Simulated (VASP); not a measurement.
The system is HfO2.

```
Hf O
1.0
     3.27375    0.00000    0.00000
    -1.63687    2.83515    0.00000
     0.00000    0.00000    5.63880
Hf O
1 2
Cartesian
  0.0000 0.0000 0.0000
  0.0000 1.8901 0.9762
  1.6369 0.9451 4.6626
```

This cell differs from its parent crystal: volume scaled by 1.020.

```yaml
Program: VASP 6.6.1
Task: relaxation of shape and atoms at fixed volume
Functional: PBE
Potentials_or_basis: VASP PAW PBE potentials, release 64 (Hf_pv, O)
Cutoff: 600 eV
k_mesh: 12 × 12 × 6
Occupations: gaussian, width 0.05 eV
Spin: no spin polarisation
```

At the start: pressure -5.0 GPa; volume 17.45 Å³/atom.

How do energy, volume and symmetry change on relaxing?

Over 6 steps the energy falls by 8.5 meV/atom; space group P-3m1 (No. 164, to 0.05 Å).

The path:
```tsv
step	energy change (eV)	largest force (eV/Å)	pressure (GPa)	volume (Å³)
1	0.0000	0.4639	-4.97	52.34
2	-0.0214	0.1333	-2.14	52.34
3	-0.0248	0.0598	-0.50	52.34
4	-0.0248	0.0708	-0.41	52.34
5	-0.0256	0.0127	-0.23	52.34
6	-0.0256	0.0048	-0.20	52.34
```

Final structure:
```xyz
3
Lattice="3.2397 0.0000 0.0000 -1.6199 2.8057 0.0000 0.0000 0.0000 5.7579" Properties=species:S:1:pos:R:3 pbc="T T T"
Hf    3.2397    0.0000    0.0000
O     0.0000    1.8704    0.9636
O     1.6199    0.9352    4.7944
```

Caveat: the cell differs from its parent crystal (volume scaled by 1.020).
